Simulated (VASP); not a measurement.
Runs of VASP 6.6.1 on Te. The structure is that of space group R-3m (No. 166), or close to it. The cells are those of the table. 

```csv
cell,gap on the mesh (eV),pressure (GPa)
"a = 3.222 Å, angles 95.0°, 1 atom",none,-1.7
"a = 3.196 Å, angles 96.0°, 1 atom",none,-0.5
"a = 3.182 Å, angles 92.9°, 1 atom",none,0.2
"a = 3.073 Å, angles 93.4°, 1 atom",none,(a)
"a = 3.127 Å, angles 95.0°, 1 atom",none,3.5
"a = 3.060 Å, angles 94.0°, 1 atom",none,8.9
"a = 3.087 Å, angles 92.9°, 1 atom",none,(b)
```

Alike in all rows: task single point; level r2SCAN; potentials or basis VASP PAW PBE potentials, release 64 (Te); no spin polarisation; k mesh 15 × 15 × 15; cutoff (eV) 520; smearing gaussian 0.15 eV.

Problem. Fill in the values left out.

Solution. (a) 7.7; (b) 6.5.

Caveats: the PAW data sets were made with another functional, which shifts forces and pressure a little; spin-orbit coupling is left out, which moves the levels of the heavy elements; the cell stands under pressure (at least some runs).

A k mesh can miss the band edges, and the runs leave out spin-orbit coupling on Te.

A gap of «none» marks levels without a gap at the run's occupations.
